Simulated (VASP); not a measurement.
Wanted: the native input for a VASP 6.6.1 run.

```yaml
Task: single point
Functional: r2SCAN
Potentials_or_basis: VASP PAW PBE potentials, release 64 (Ca_sv, O)
Cutoff: 520 eV
k_mesh: 8 × 8 × 8
Occupations: gaussian, width 0.05 eV
Spin: no spin polarisation
Dipole_correction: no
Further_INCAR_settings: ALGO = Normal; EDIFF = 1e-06; NBANDS = 15
```

CaO:

```
Ca O
1.0
     0.00000    2.44900    2.44900
     2.44900    0.00000    2.44900
     2.44900    2.44900    0.00000
Ca O
1 1
Direct
  0.92344 0.07656 0.07656
  0.50000 0.50000 0.50000
```

This cell differs from its parent crystal: all Ca atoms moved +0.375 Å, as atom 1 along Cartesian [1 0 0].

One way to write it, as run:

POSCAR

```
CaO
1.0
    0.0000000000      2.4490000000      2.4490000000
    2.4490000000      0.0000000000      2.4490000000
    2.4490000000      2.4490000000      0.0000000000
Ca O
1 1
Direct
   -0.0765618620      0.0765618620      0.0765618620
    0.5000000000      0.5000000000      0.5000000000
```

INCAR.step1

```
SYSTEM = CaO
ALGO     = Normal         ! electronic algorithm
EDIFF    = 1E-4           ! SCF threshold, eV
ENCUT    = 520            ! plane-wave cutoff, eV
GGA      = PE             ! functional
ISMEAR   = 0              ! smearing method
LASPH    = .True.         ! aspherical terms in the spheres
LCHARG   = .False.        ! write CHGCAR
LREAL    = .False.        ! projectors in reciprocal space
LWAVE    = .True.         ! write WAVECAR
NBANDS   = 15             ! bands
NELM     = 80             ! most SCF steps
PREC     = Accurate       ! precision mode
SIGMA    = 0.05           ! smearing width, eV
```

INCAR.step2

```
SYSTEM = CaO
ALGO     = Normal         ! electronic algorithm
EDIFF    = 1E-6           ! SCF threshold, eV
ENCUT    = 520            ! plane-wave cutoff, eV
ISIF     = 2              ! what is computed and relaxed
ISMEAR   = 0              ! smearing method
ISTART   = 1            
LASPH    = .True.         ! aspherical terms in the spheres
LCHARG   = .False.        ! write CHGCAR
LMIXTAU  = .True.       
LREAL    = .False.        ! projectors in reciprocal space
LWAVE    = .False.        ! write WAVECAR
METAGGA  = R2SCAN         ! meta-GGA
NBANDS   = 15             ! bands
NELM     = 80             ! most SCF steps
PREC     = Accurate       ! precision mode
SIGMA    = 0.05           ! smearing width, eV
```

KPOINTS

```
k-points
0
Gamma
  8 8 8
  0 0 0
```

Potentials or basis: VASP PAW PBE potentials, release 64 (Ca_sv, O).

Command:

```console
$ cat potpaw_PBE.64/Ca_sv/POTCAR potpaw_PBE.64/O/POTCAR > POTCAR
$ cp INCAR.step1 INCAR
$ mpirun -np 1 vasp_std > vasp.out
$ cp INCAR.step2 INCAR
$ mpirun -np 1 vasp_std > vasp.out
```

Results of the run:

* Pressure: 0.6 GPa
* Largest force: 1.973 eV/Å
* Band gap on the k mesh: 4.52 eV (least direct gap 4.70 eV)

Caveat: the cell differs from its parent crystal (all Ca atoms moved +0.375 Å, as atom 1 along Cartesian [1 0 0]); the stress differs along the axes, from -6 to 14 GPa; the PAW data sets were made with another functional, which shifts forces and pressure a little.

Wall time 2.6 min on 1 thread of Intel Xeon 8259CL (shared host), peak memory 0.18 GiB.
